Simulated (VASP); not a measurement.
A run of VASP 6.6.1:

The input INCAR:

```
SYSTEM = Ti
ALGO = Normal
EDIFF = 1E-6
ENCUT = 520
GGA = PS
ISIF = 2
ISMEAR = -1
LASPH = .True.
LCHARG = .False.
LREAL = .False.
LWAVE = .False.
NBANDS = 12
NELM = 80
PREC = Accurate
SIGMA = 0.15
```

KPOINTS

```
k-points
0
Gamma
  14 14 14
  0 0 0
```

POSCAR

```
Ti
1.0
   -1.6096436999      1.6096436999      1.6096436999
    1.6096436999     -1.6096436999      1.6096436999
    1.6096436999      1.6096436999     -1.6096436999
Ti
1
Direct
    0.0000000000      0.0000000000      0.0000000000
```

Potentials or basis: VASP PAW PBE potentials, release 64 (Ti_sv).

Command:

```console
$ cat potpaw_PBE.64/Ti_sv/POTCAR > POTCAR
$ mpirun -np 1 vasp_std > vasp.out
```

Hardware: 1 thread of Intel(R) Xeon(R) 6975P-C (Granite Rapids), on a shared host.

Task: Estimate the wall time of this run.

Result: Wall time 6.9 s on 1 thread of Intel(R) Xeon(R) 6975P-C (Granite Rapids), with other jobs on the host, peak memory 0.14 GiB. Counts: scf iterations 12, k points 104.
